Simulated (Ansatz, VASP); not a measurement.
**One calculation of B, two programs**

```
B
1.0
     2.45400    1.41682    4.18900
    -2.45400    1.41682    4.18900
     0.00000   -2.83364    4.18900
B
12
Cartesian
  -1.5875 0.9165 2.8406
  0.0000 -1.8331 2.8406
  1.5875 0.9165 2.8406
  1.5875 -0.9165 9.7264
  -1.5875 -0.9165 9.7264
  0.0000 1.8331 9.7264
  -1.0103 0.5833 4.4969
  0.0000 -1.1666 4.4969
  1.0103 0.5833 4.4969
  1.0103 -0.5833 8.0701
  -1.0103 -0.5833 8.0701
  0.0000 1.1666 8.0701
```

Alike in both runs: task relaxation of cell and atoms; functional r2SCAN; k mesh 4 × 4 × 4; occupations fermi-dirac, width 0.05 eV; no spin polarisation.

|  | VASP | Ansatz |
| --- | --- | --- |
| version | VASP 6.6.1 | Ansatz 0.2.0 |
| potentials or method | VASP PAW PBE potentials, release 64 (B), cutoff 600 eV | plane waves (500 eV) with PAW, scalar-relativistic |
| valence electrons in the cell | 36 | 36 |

```tsv
	VASP	Ansatz	Ansatz less VASP
relaxed volume (Å³/atom)	7.23	7.22	-0.004
relaxed cell length with the largest relative difference (Å)	5.041	5.040	-0.0009
```

VASP's potentials were made for PBE, not for r2SCAN.
